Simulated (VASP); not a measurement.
Here is a VASP 6.6.1 calculation.

INCAR

```
  PREC = Accurate
  ENCUT = 500
  EDIFF = 1E-6
  ISMEAR = -1
  SIGMA = 0.06122561905347299
  LREAL = F
  LASPH = T
  NELM = 120
  ALGO = Normal
  ISIF = 2
  LWAVE = F
  LCHARG = F
  GGA = PE
  NBANDS = 12
  GGA_COMPAT = F
```

The input KPOINTS:

```
Automatic mesh
0
Gamma
  23 23 23
```

Contents of POSCAR:

```
Cr
1.0
    2.3392300289      0.0000000000      0.0000000000
    0.0000000000      2.3392300289      0.0000000000
    0.0000000000      0.0000000000      2.3392300289
Cr
1
Direct
    0.0000000000      0.0000000000      0.0000000000
```

Potentials or basis: VASP PAW PBE potentials, release 64 (Cr_pv).

Command:

```sh
$ cat potpaw_PBE.64/Cr_pv/POTCAR > POTCAR
$ mpirun -np 1 vasp_std > vasp.out
```

Q: Predict the pressure.

A: -0.1 GPa.

Q: Estimate the band gap on the k mesh.

A: Zero (bands 6 and 7 overlap by 1.68 eV).

Caveat: the run has no spin polarisation, though such a crystal can be magnetic. Spin polarisation is off, so any magnetic state and its effect on volume and gap are missing.
